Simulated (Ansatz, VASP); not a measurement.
## Two plane-wave programs on Ag

```
Ag
1.0
     2.82733    0.00000    0.00000
     1.41367    2.44854    0.00000
     1.41367    0.81618    2.30851
Ag
1
Direct
  0.00000 0.00000 0.00000
```

Alike in both runs: functional LDA; k mesh 13 × 13 × 13; no spin polarisation.

Ansatz relaxed the structure, and its values are those at the end. VASP's run is a single point on that final structure, the one shown.

|  | VASP | Ansatz |
| --- | --- | --- |
| version | VASP 6.6.1 | Ansatz 0.2.0 |
| potentials or method | VASP PAW LDA potentials, release 64 (Ag) | plane waves, PAW |
| plane-wave cutoff (eV) | 520 | 420 |
| occupations | methfessel-paxton of order 1, width 0.05 eV | cold, width 0.05 eV |
| valence electrons in the cell | 11 | 19 |

```tsv
	VASP	Ansatz	Ansatz less VASP
pressure (GPa)	0.1	0.0	-0.13
```

LDA's correlation is that of Perdew and Zunger in VASP and of Perdew and Wang (1992) in Ansatz. VASP's potentials hold 11 valence electrons a cell and Ansatz's 19, so a difference there can come from the potentials and not from the codes.
